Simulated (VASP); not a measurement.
Input of a VASP 6.6.1 run:

The input INCAR:

```
PREC = Accurate
ENCUT = 520
EDIFF = 1E-6
ISMEAR = -1
SIGMA = 0.05
LREAL = F
LASPH = T
NELM = 60
ALGO = Normal
ISIF = 2
LWAVE = F
LCHARG = F
GGA = PS
IVDW = 13
NBANDS = 16
```

The input KPOINTS:

```
regular mesh
0
Gamma
  10 10 8
```

Contents of POSCAR:

```
TiB2
1.0
    3.0039009193      0.0000000000      0.0000000000
   -1.5019504597      2.6014545066      0.0000000000
    0.0000000000      0.0000000000      3.1603485380
Ti B
1 2
Direct
    0.0000000000      0.0000000000      0.0000000000
    0.6666666667      0.3333333333      0.5000000000
    0.3333333333      0.6666666667      0.5000000000
```

Potentials or basis: VASP PAW PBE potentials, release 64 (Ti_sv, B).

Run with:

```bash
$ cat potpaw_PBE.64/Ti_sv/POTCAR potpaw_PBE.64/B/POTCAR > POTCAR
$ mpirun -np 1 vasp_std > vasp.out
```

Problem. What does it give for the pressure?

Solution. 0.5 GPa.

Problem. Estimate the band gap on the k mesh.

Solution. Zero (bands 9 and 10 overlap by 0.79 eV).

Stress tensor (GPa, compression positive):
```
0.52 0.00 0.00
0.00 0.52 0.00
0.00 0.00 0.38
```

Caveat: the PAW data sets were made with another functional, which shifts forces and pressure a little.
